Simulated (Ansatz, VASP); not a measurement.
## MgH2 in VASP and in Ansatz

The input POSCAR:

```
MgH2
1.0
    0.0000000000      2.3649613280      2.3649613280
    2.3649613280      0.0000000000      2.3649613280
    2.3649613280      2.3649613280      0.0000000000
Mg H
1 2
Direct
    0.0000000000      0.0000000000      0.0000000000
    0.2500000000      0.2500000000      0.2500000000
    0.7500000000      0.7500000000      0.7500000000
```

INCAR.step1

```
PREC = Accurate
ENCUT = 520
EDIFF = 1E-5
ISMEAR = -1
SIGMA = 0.02
LREAL = False
LASPH = True
NELM = 120
ALGO = Normal
ISIF = 2
LWAVE = True
LCHARG = False
GGA = PE
NBANDS = 9
GGA_COMPAT = False
```

Contents of INCAR.step2:

```
PREC = Accurate
ENCUT = 520
EDIFF = 1E-6
ISMEAR = -1
SIGMA = 0.02
LREAL = False
LASPH = True
NELM = 120
ALGO = Normal
ISIF = 2
LWAVE = False
LCHARG = False
GGA = PE
LHFCALC = True
AEXX = 0.2
HFSCREEN = 0.5
PRECFOCK = Normal
ISTART = 1
NBANDS = 9
GGA_COMPAT = False
```

KPOINTS

```
regular mesh
0
Gamma
  4 4 4
```

Input for Ansatz:

```yaml
crystal:
  lattice:
    - [0.0, 2.364961328, 2.364961328]
    - [2.364961328, 0.0, 2.364961328]
    - [2.364961328, 2.364961328, 0.0]
  atoms:
    - { symbol: Mg, position: [0.0, 0.0, 0.0] }
    - { symbol: H, position: [0.25, 0.25, 0.25] }
    - { symbol: H, position: [0.75, 0.75, 0.75] }
kpoints:
  mp_grid: { grid: [4, 4, 4] }
hamiltonian:
  xc: { exchange: pbe, correlation: pbe, exx: { coeff: 0.2, omega: 0.5 } }
scf:
  occupations: { method: fermi_dirac, width: 0.02 }
  n_extra_bands: 4
output:
  forces: true
  stress: true
  eigenvalues: true
```

Alike in both runs: task single point; functional PBE-based screened hybrid; k mesh 4 × 4 × 4; occupations fermi-dirac, width 0.02 eV; no spin polarisation.

```csv
,VASP,Ansatz
version,VASP 6.6.1,Ansatz 0.2.0
potentials or method,"VASP PAW PBE potentials, release 64 (Mg, H)",plane waves
plane-wave cutoff (eV),520,420
valence electrons in the cell,4,12
```

|  | VASP | Ansatz | Ansatz less VASP |
| --- | --- | --- | --- |
| pressure (GPa) | 0.0 | 0.3 | +0.34 |

VASP's potentials were made for PBE, not for PBE-based screened hybrid. VASP's potentials hold 4 valence electrons a cell and Ansatz's 12, so a difference there can come from the potentials and not from the codes. Ansatz's warnings: filled band counts differ across k points, stress exchange threshold loose, stress scf threshold loose.

The k mesh is coarse, so the values compare programs but aren't converged.
